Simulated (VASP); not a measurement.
# Au (P6_3/mmc) in VASP: notebook, part 2 of 2

VASP 6.6.1. Earlier steps stand in the parts before.

## 3. Single point, LDA (volume scaled by 0.7)

Contents of INCAR:

```
PREC = Accurate ; ENCUT = 500
EDIFF = 1E-6 ; ISMEAR = -1
SIGMA = 0.08 ; LREAL = F
LASPH = T ; NELM = 120
ALGO = Normal ; ISIF = 2
LWAVE = F ; LCHARG = F
NBANDS = 18 ; GGA_COMPAT = F
```

Contents of KPOINTS:

```
Automatic mesh
0
Gamma
  15 15 8
```

Contents of POSCAR:

```
Au
1.0
    2.5328621532      0.0000000000      0.0000000000
   -1.2664310766      2.1935229690      0.0000000000
    0.0000000000      0.0000000000      4.1818769260
Au
2
Direct
    0.3333333333      0.6666666667      0.2500000000
    0.6666666667      0.3333333333      0.7500000000
```

Potentials or basis: VASP PAW LDA potentials, release 64 (Au).

The run is started by

```sh
> cat potpaw_LDA.64/Au/POTCAR > POTCAR
> mpirun -np 1 vasp_std > vasp.out
```

OUTCAR:

```text
PREC = Accurate
   ENCUT = 500
   EDIFF = 1E-6
   ISMEAR = -1
   LREAL = F
   LASPH = T
   NELM = 120
   ISIF = 2

 ion  position               nearest neighbor table
   1  0.333  0.667  0.250-   2 2.55   2 2.55   2 2.55   2 2.55   2 2.55   2 2.55   2 3.60   2 3.60
                             2 3.60   2 3.60   2 3.60   2 3.60
   2  0.667  0.333  0.750-   1 2.55   1 2.55   1 2.55   1 2.55   1 2.55   1 2.55   1 3.60   1 3.60
                             1 3.60   1 3.60   1 3.60   1 3.60

  LATTYP: Found a hexagonal cell.
 ALAT       =     2.5328621532
 C/A-ratio  =     1.6510479738

  Lattice vectors:

 A1 = (   2.5328621532,   0.0000000000,   0.0000000000)
 A2 = (  -1.2664310766,   2.1935229690,   0.0000000000)
 A3 = (   0.0000000000,   0.0000000000,   4.1818769260)

Analysis of symmetry for initial positions (statically):
=====================================================================
 Subroutine PRICEL returns:
 Original cell was already a primitive cell.

 Routine SETGRP: Setting up the symmetry group for a
 hexagonal supercell.

 Subroutine GETGRP returns: Found 24 space group operations
 (whereof 12 operations were pure point group operations)
 out of a pool of 24 trial point group operations.

The static configuration has the point symmetry D_3d.
 The point group associated with its full space group is D_6h.

Analysis of symmetry for dynamics (positions and initial velocities):
=====================================================================
 Subroutine PRICEL returns:
 Original cell was already a primitive cell.

 Routine SETGRP: Setting up the symmetry group for a
 hexagonal supercell.

 Subroutine GETGRP returns: Found 24 space group operations
 (whereof 12 operations were pure point group operations)
 out of a pool of 24 trial point group operations.

The dynamic configuration has the point symmetry D_3d.
 The point group associated with its full space group is D_6h.

 Subroutine INISYM returns: Found 24 space group operations
 (whereof 12 operations are pure point group operations),
 and found     1 'primitive' translations

----------------------------------------------------------------------------------------

                                     Primitive cell

  volume of cell :      23.2341

  direct lattice vectors                    reciprocal lattice vectors
     2.532862153  0.000000000  0.000000000     0.394810274  0.227943818  0.000000000
    -1.266431077  2.193522969  0.000000000     0.000000000  0.455887636  0.000000000
     0.000000000  0.000000000  4.181876926     0.000000000  0.000000000  0.239127076

  length of vectors
     2.532862153  2.532862153  4.181876926     0.455887636  0.455887636  0.239127076

  position of ions in fractional coordinates (direct lattice)
     0.333333333  0.666666667  0.250000000
     0.666666667  0.333333333  0.750000000

  ion indices of the primitive-cell ions
   primitive index   ion index
                 1           1
                 2           2

----------------------------------------------------------------------------------------

 KPOINTS: Automatic mesh

Automatic generation of k-mesh.
 Grid dimensions read from file:
 generate k-points for:   15   15    8

 Generating k-lattice:

  Cartesian coordinates                     Fractional coordinates (reciprocal lattice)
     0.026320685  0.015196255  0.000000000     0.066666667  0.000000000  0.000000000
     0.000000000  0.030392509  0.000000000     0.000000000  0.066666667  0.000000000
     0.000000000  0.000000000  0.029890884     0.000000000  0.000000000  0.125000000

  Length of vectors
     0.030392509  0.030392509  0.029890884

  Shift w.r.t. Gamma in fractional coordinates (k-lattice)
     0.000000000  0.000000000  0.000000000

 Subroutine IBZKPT returns following result:
 ===========================================

 Found    135 irreducible k-points:

 Following reciprocal coordinates:
            Coordinates               Weight
  0.000000  0.000000  0.000000      1.000000
  0.066667  0.000000  0.000000      6.000000
  0.133333  0.000000  0.000000      6.000000
  0.200000 -0.000000  0.000000      6.000000
  0.266667  0.000000  0.000000      6.000000
  0.333333  0.000000  0.000000      6.000000
[... 16 lines left out ...]
  0.333333  0.200000  0.000000     12.000000
  0.400000  0.200000  0.000000      6.000000
 [... further k-points ...]
   k-points           NKPTS =    135   k-points in BZ     NKDIM =    135   number of bands    NBANDS=     18
   number of dos      NEDOS =    301   number of ions     NIONS =      2
   total plane-waves  NPLWV =   9720
   dimension x,y,z NGX =    18 NGY =   18 NGZ =   30
   dimension x,y,z NGXF=    36 NGYF=   36 NGZF=   60
   ions per type =               2
   NGX,Y,Z   is equivalent  to a cutoff of  11.81, 11.81, 11.93 a.u.
   NGXF,Y,Z  is equivalent  to a cutoff of  23.63, 23.63, 23.85 a.u.
 SYSTEM =  unknown system
   PREC   = accura    normal or accurate (medium, high low for compatibility)
   ISTART =      0    job   : 0-new  1-cont  2-samecut
   ICHARG =      2    charge: 1-file 2-atom 10-const
   ISPIN  =      1    spin polarized calculation?
   LNONCOLLINEAR =      F non collinear calculations
   LSORBIT =      F    spin-orbit coupling
   LASPH  =      T    aspherical Exc in radial PAW
   ENCUT  =  500.0 eV  36.75 Ry    6.06 a.u.   4.62  4.62  7.62*2*pi/ulx,y,z
   NELM   =    120;   NELMIN=  2; NELMDL= -5     # of ELM steps
   EDIFF  = 0.1E-05   stopping-criterion for ELM
   LREAL  =      F    real-space projection
   EDIFFG = 0.1E-04   stopping-criterion for IOM
   NSW    =      0    number of steps for IOM
   IBRION =     -1    ionic relax: 0-MD 1-quasi-New 2-CG
   NFREE  =      0    steps in history (QN), initial steepest desc. (CG)
   ISIF   =      2    stress and relaxation
   ISYM   =      2    0-nonsym 1-usesym 2-fastsym
   POTIM  = 0.5000    time-step for ionic-motion
   TEBEG  =    0.0;   TEEND  =   0.0 temperature during run
   PSTRESS=    0.0 pullay stress
   NELECT =      22.0000    total number of electrons
   NUPDOWN=      -1.0000    fix difference up-down
   EMIN   =  10.00;   EMAX   =-10.00  energy-range for DOS
   EFERMI =   0.00;   METHOD = LEGACY
   ISMEAR =    -1;   SIGMA  =   0.08  broadening in eV -4-tet -1-fermi 0-gaus
   EFERMI_NEDOS =   21; number of points for ismear=-14 and -15
   IALGO  =     38    algorithm
   IMIX   =      4    mixing-type and parameters
     AMIX     =   0.40;   BMIX     =  1.00
     AMIX_MAG =   1.60;   BMIX_MAG =  1.00
  volume/ion in A,a.u.               =      11.62        78.40
  Fermi-wavevector in a.u.,A,eV,Ry     =   1.607585  3.037896 35.161957  2.584331
  Thomas-Fermi vector in A             =   2.703591
   LORBIT       =      0    0 simple, 1 ext, 2 COOP (PROOUT), +10 PAW based schemes
   GGA     = CA    functional components
   LHFCALC =     F    Hartree Fock is set to
   AEXX    =    0.0000 exact exchange contribution
   IVDW    =     0    specifies the selected vdW correction
   LEPSILON=     F    determine dielectric tensor
   LRPA    =     F    only Hartree local field effects (RPA)
 non-spin polarized calculation
  energy-cutoff  :      500.00
  volume of cell :       23.23
 maximum number of plane-waves:       603
   NGX =  9   NGY =  9   NGZ = 15

 number of electron      22.0000001 magnetization

 Free energy of the ion-electron system (eV)
  ---------------------------------------------------
  ext. energy  EPLUGINS =         0.00000000
  ---------------------------------------------------
  free energy    TOTEN  =        -4.88098842 eV

  energy without entropy =       -4.87405739  energy(sigma->0) =       -4.87752290

 E-fermi :  17.5285     XC(G=0): -15.2980

 val. band max:       17.4728977337   @ k =   0.4667   0.0000   0.0000
 cond. band min:      17.6263284834   @ k =   0.3333   0.0667   0.3750
 fundamental gap:      0.1534307496
 Fermi energy:        17.5285013429

 k-point     1 :       0.0000    0.0000    0.0000
  band No.  band energies     occupation
      1       2.6008      2.00000
      2       5.4261      2.00000
      3       9.6874      2.00000
      4      10.0111      2.00000
      5      10.0111      2.00000
      6      10.6883      2.00000
[... 10 lines left out ...]
     17      39.5949      0.00000
     18      39.6066      0.00000
[... 466 lines left out ...]
      2       7.1408      2.00000
      3       7.4224      2.00000
      4       9.5364      2.00000
      5       9.7854      2.00000
      6      10.0910      2.00000
[... 10 lines left out ...]
     17      31.4946      0.00000
     18      33.4618      0.00000

 [... further k-points ...]

------------------------ aborting loop because EDIFF is reached ----------------------------------------

  FORCE on cell =-STRESS in cart. coord.  units (eV):
  Direction    XX          YY          ZZ          XY          YZ          ZX
  --------------------------------------------------------------------------------------
  -------------------------------------------------------------------------------------
  Total       27.1728320     27.1728320     27.1526724      0.0000000      0.0000000      0.0000000
  in kB     1873.7881906   1873.7881906   1872.3980253      0.0000000      0.0000000      0.0000000
  external PRESSURE =    1873.3248022 kB  Pullay stress =       0.0000000 kB

 VOLUME and BASIS-vectors are now :
 -----------------------------------------------------------------------------
  energy-cutoff  :      500.00
  volume of cell :       23.23
      direct lattice vectors                 reciprocal lattice vectors
     2.532862153  0.000000000  0.000000000     0.394810274  0.227943818  0.000000000
    -1.266431077  2.193522969  0.000000000     0.000000000  0.455887636  0.000000000
     0.000000000  0.000000000  4.181876926     0.000000000  0.000000000  0.239127076

 POSITION                                       TOTAL-FORCE (eV/Angst)
 -----------------------------------------------------------------------------------
     -0.00000      1.46235      1.04547        -0.000000     -0.000000      0.000000
      1.26643      0.73117      3.13641         0.000000      0.000000      0.000000
 -----------------------------------------------------------------------------------
    total drift:                                0.000000     -0.000000      0.000000

  FREE ENERGIE OF THE ION-ELECTRON SYSTEM (eV)
  ---------------------------------------------------
  free  energy   TOTEN  =        -4.8809884196 eV

  energy  without entropy=       -4.8740573893  energy(sigma->0) =       -4.87752290
```

OSZICAR:

```text
N       E                     dE             d eps       ncg     rms          rms(c)
DAV:   1     0.133843469572E+03    0.13384E+03   -0.11948E+04  4876   0.121E+03
DAV:   2    -0.310421350722E+01   -0.13695E+03   -0.13197E+03  5190   0.289E+02
DAV:   3    -0.544022439377E+01   -0.23360E+01   -0.23275E+01  5686   0.384E+01
DAV:   4    -0.544863526979E+01   -0.84109E-02   -0.84102E-02  5426   0.236E+00
DAV:   5    -0.544868759579E+01   -0.52326E-04   -0.52328E-04  5438   0.191E-01    0.448E+01
DAV:   6    -0.502944392899E+01    0.41924E+00   -0.30022E-01  4988   0.560E+00    0.262E+01
DAV:   7    -0.488970142540E+01    0.13974E+00   -0.17413E-01  4968   0.434E+00    0.154E+00
DAV:   8    -0.488095070491E+01    0.87507E-02   -0.27908E-02  5000   0.165E+00    0.291E-01
DAV:   9    -0.488098272808E+01   -0.32023E-04   -0.82653E-05  5670   0.786E-02    0.325E-02
DAV:  10    -0.488098841029E+01   -0.56822E-05   -0.24634E-06  4762   0.167E-02    0.587E-03
DAV:  11    -0.488098841964E+01   -0.93542E-08   -0.41712E-07  2752   0.628E-03
   1 F= -.48809884E+01 E0= -.48775229E+01  d E =-.693103E-02
```

stdout:

```text
POSCAR found type information on POSCAR Au
 POSCAR found :  1 types and       2 ions
 scaLAPACK will be used
 LDA part: xc-table for (Slater(with rela. corr.)+CA(PZ))
 , standard interpolation
 POSCAR, INCAR and KPOINTS ok, starting setup
 FFT: planning ... GRIDC
 FFT: planning ... GRID_SOFT
 FFT: planning ... GRID
 WAVECAR not read
 entering main loop
```

Wall time 59 s (1 thread of AMD EPYC 7R13, shared host); peak memory 0.12 GiB.

Results:

| Item | Value |
| --- | --- |
| Free energy | -4.8810 eV |
| Pressure | 187.3 GPa |
| Band gap on the k mesh | zero (band 11 reaches 23.31 eV, above the bottom of band 12 at 13.76 eV) |

Stress tensor (GPa, compression positive):
```
187.38   0.00   0.00
  0.00 187.38   0.00
  0.00   0.00 187.24
```

Caveat: spin-orbit coupling is left out, which moves the levels of the heavy elements.

## 4. Single point, LDA (volume scaled by 0.7)

Contents of INCAR:

```
  ALGO = Normal
  EDIFF = 1E-6
  ENCUT = 500
  GGA = CA
  GGA_COMPAT = False
  ISIF = 2
  ISMEAR = -1
  LASPH = True
  LCHARG = True
  LELF = True
  LREAL = False
  LVHAR = True
  LWAVE = False
  NBANDS = 18
  NELM = 120
  PREC = Accurate
  SIGMA = 0.08
```

Contents of KPOINTS:

```
k-points
0
Gamma
  15 15 8
```

POSCAR is that of step 3.

Potentials or basis: VASP PAW LDA potentials, release 64 (Au).

The run is started by

```sh
> cat potpaw_LDA.64/Au/POTCAR > POTCAR
> mpirun -np 1 vasp_std > vasp.out
```

OUTCAR:

```text
EDIFF = 1E-6
   ENCUT = 500
   GGA = CA
   ISIF = 2
   ISMEAR = -1
   LASPH = True
   LREAL = False
   NELM = 120
   PREC = Accurate

 ion  position               nearest neighbor table
   1  0.333  0.667  0.250-   2 2.55   2 2.55   2 2.55   2 2.55   2 2.55   2 2.55   2 3.60   2 3.60
                             2 3.60   2 3.60   2 3.60   2 3.60
   2  0.667  0.333  0.750-   1 2.55   1 2.55   1 2.55   1 2.55   1 2.55   1 2.55   1 3.60   1 3.60
                             1 3.60   1 3.60   1 3.60   1 3.60

  LATTYP: Found a hexagonal cell.
[... 698 lines left out ...]

  FORCE on cell =-STRESS in cart. coord.  units (eV):
  Direction    XX          YY          ZZ          XY          YZ          ZX
  --------------------------------------------------------------------------------------
  -------------------------------------------------------------------------------------
  Total       27.1728320     27.1728320     27.1526724      0.0000000      0.0000000      0.0000000
  in kB     1873.7881906   1873.7881906   1872.3980253      0.0000000      0.0000000      0.0000000
  external PRESSURE =    1873.3248022 kB  Pullay stress =       0.0000000 kB

 VOLUME and BASIS-vectors are now :
 -----------------------------------------------------------------------------
  energy-cutoff  :      500.00
  volume of cell :       23.23
      direct lattice vectors                 reciprocal lattice vectors
     2.532862153  0.000000000  0.000000000     0.394810274  0.227943818  0.000000000
    -1.266431077  2.193522969  0.000000000     0.000000000  0.455887636  0.000000000
     0.000000000  0.000000000  4.181876926     0.000000000  0.000000000  0.239127076

 POSITION                                       TOTAL-FORCE (eV/Angst)
 -----------------------------------------------------------------------------------
     -0.00000      1.46235      1.04547        -0.000000     -0.000000      0.000000
      1.26643      0.73117      3.13641         0.000000      0.000000      0.000000
 -----------------------------------------------------------------------------------
    total drift:                                0.000000     -0.000000      0.000000

  FREE ENERGIE OF THE ION-ELECTRON SYSTEM (eV)
  ---------------------------------------------------
  free  energy   TOTEN  =        -4.8809884196 eV

  energy  without entropy=       -4.8740573893  energy(sigma->0) =       -4.87752290
```

stdout:

```text
POSCAR found type information on POSCAR Au
 POSCAR found :  1 types and       2 ions
 scaLAPACK will be used
 LDA part: xc-table for (Slater(with rela. corr.)+CA(PZ))
 , standard interpolation
 POSCAR, INCAR and KPOINTS ok, starting setup
 FFT: planning ... GRIDC
 FFT: planning ... GRID_SOFT
 FFT: planning ... GRID
 WAVECAR not read
 entering main loop
```

Wall time 54 s (1 thread of AMD EPYC 7R13, shared host); peak memory 0.13 GiB.

What came out:

- Free energy: -4.8810 eV
- Pressure: 187.3 GPa
- Band gap on the k mesh: zero (band 11 reaches 23.31 eV, above the bottom of band 12 at 13.76 eV)

Caveat: spin-orbit coupling is left out, which moves the levels of the heavy elements.

## 5. Single point, LDA (volume scaled by 0.8)

Contents of INCAR:

```
ALGO     = Normal         # electronic algorithm
EDIFF    = 1E-6           # SCF threshold, eV
ENCUT    = 500            # plane-wave cutoff, eV
GGA      = CA             # functional
GGA_COMPAT= False        
ISIF     = 2              # what is computed and relaxed
ISMEAR   = -1             # smearing method
LASPH    = True           # aspherical terms in the spheres
LCHARG   = True           # write CHGCAR
LELF     = True           # ELF
LREAL    = False          # projectors in reciprocal space
LVHAR    = True         
LWAVE    = False          # write WAVECAR
NBANDS   = 18             # bands
NELM     = 120            # most SCF steps
PREC     = Accurate       # precision mode
SIGMA    = 0.08           # smearing width, eV
```

KPOINTS is that of step 4.

Contents of POSCAR:

```
Au
1.0
    2.6463621665      0.0000000000      0.0000000000
   -1.3231810833      2.2918168638      0.0000000000
    0.0000000000      0.0000000000      4.3781208517
Au
2
Direct
    0.3333333333      0.6666666667      0.2500000000
    0.6666666667      0.3333333333      0.7500000000
```

The run is started by

```sh
> cat potpaw_LDA.64/Au/POTCAR > POTCAR
> mpirun -np 1 vasp_std > vasp.out
```

Wall time 61 s (1 thread of AMD EPYC 7R13, shared host); peak memory 0.14 GiB.

Results (log left out):

```
Free energy            : -7.5450 eV
Pressure               : 81.6 GPa
Band gap on the k mesh : zero (band 11 reaches 19.50 eV, above the bottom of band 12 at 10.93 eV)
```

Stress tensor (GPa, compression positive):
```
81.65  0.00  0.00
 0.00 81.65  0.00
 0.00  0.00 81.49
```

Levels at points of the mesh, in eV from the Fermi level:
```csv
k point,band 9,band 10,band 11,band 12,band 13,band 14
"(0.00, 0.00, 0.00)",-4.82,-2.59,-2.59,-2.44,4.32,13.85
"(0.00, 0.00, 0.50)",-3.28,-3.28,-3.28,-3.28,12.39,12.39
```

Caveat: spin-orbit coupling is left out, which moves the levels of the heavy elements.

## 6. The runs side by side

```csv
cell,gap on the mesh (eV),pressure (GPa)
"a = 2.407, b = 2.407, c = 3.970 Å, angles 90.0, 90.0, 120.0°, 2 atoms",none,403.0
"a = 2.533, b = 2.533, c = 4.182 Å, angles 90.0, 90.0, 120.0°, 2 atoms",none,187.3
"a = 2.646, b = 2.646, c = 4.378 Å, angles 90.0, 90.0, 120.0°, 2 atoms",none,81.6
```

Alike in all rows: task single point; level LDA; potentials or basis VASP PAW LDA potentials, release 64 (Au); no spin polarisation; k mesh 15 × 15 × 8; cutoff (eV) 500; smearing fermi-dirac 0.08 eV.

Caveats: spin-orbit coupling is left out, which moves the levels of the heavy elements.

Total energies depend on the potentials used, so only differences within one code and one set of settings carry meaning.
